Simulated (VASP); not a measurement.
Set up this calculation in VASP 6.6.1, as the native input.

- Task: single point
- Functional: PBEsol
- Potentials or basis: VASP PAW PBE potentials, release 64 (C, Si)
- Cutoff: 520 eV
- k mesh: 20 × 20 × 6
- Occupations: gaussian, width 0.1 eV
- Spin: no spin polarisation
- Dipole correction: no
- k mesh for the DOS: 30 × 30 × 9
- Occupations for the DOS: tetrahedron
- Further INCAR settings: ALGO = Normal; EDIFF = 1e-06; NBANDS = 16

The system is SiC.

```
C Si
1.0
     0.04508    1.84313    1.73960
     1.84313    0.04508    1.73960
     5.39456    5.39456   -1.63075
C Si
2 2
Direct
  0.97970 0.97970 0.03440
  0.27030 0.27030 0.09060
  0.04254 0.04254 0.38517
  0.20746 0.20746 0.73983
```

These files were run (other wordings do the same):

POSCAR

```
SiC
1.0
    0.0450804989      1.8431331401      1.7395965851
    1.8431331401      0.0450804989      1.7395965851
    5.3945592980      5.3945592980     -1.6307464282
C Si
2 2
Direct
   -0.0202952991     -0.0202952991      0.0344021863
    0.2702952991      0.2702952991      0.0905978137
    0.0425373113      0.0425373113      0.3851728319
    0.2074626887      0.2074626887      0.7398271681
```

INCAR.step1

```
SYSTEM = SiC
PREC = Accurate
ENCUT = 520
EDIFF = 1E-6
ISMEAR = 0
SIGMA = 0.1
LREAL = .FALSE.
LASPH = .TRUE.
NELM = 120
ALGO = Normal
ISIF = 2
LWAVE = .FALSE.
LCHARG = .TRUE.
GGA = PS
NBANDS = 16
GGA_COMPAT = .FALSE.
NEDOS = 2001
LORBIT = 11
```

KPOINTS.step1

```
Automatic mesh
0
G
  20 20 6
  0 0 0
```

INCAR.step2

```
SYSTEM = SiC
PREC = Accurate
ENCUT = 520
EDIFF = 1E-6
ISMEAR = -5
SIGMA = 0.1
LREAL = .FALSE.
LASPH = .TRUE.
NELM = 120
ALGO = Normal
ISIF = 2
LWAVE = .FALSE.
LCHARG = .FALSE.
GGA = PS
LORBIT = 11
NBANDS = 16
NEDOS = 2001
ICHARG = 11
GGA_COMPAT = .FALSE.
```

KPOINTS.step2

```
Automatic mesh
0
G
  30 30 9
  0 0 0
```

Potentials or basis: VASP PAW PBE potentials, release 64 (C, Si).

Launch:

```console
$ cat potpaw_PBE.64/C/POTCAR potpaw_PBE.64/Si/POTCAR > POTCAR
$ cp INCAR.step1 INCAR
$ cp KPOINTS.step1 KPOINTS
$ mpirun -np 1 vasp_std > vasp.out
$ cp INCAR.step2 INCAR
$ cp KPOINTS.step2 KPOINTS
$ mpirun -np 1 vasp_std > vasp.out
```

Results of the run:

```json
{
 "Valence electrons inside the program's atomic spheres": "C 2.52; Si 1.61"
}
```

Wall time 21 min on 1 thread of Oxide Virtual Turin-like Processor, with other jobs on the host, peak memory 1 GiB.
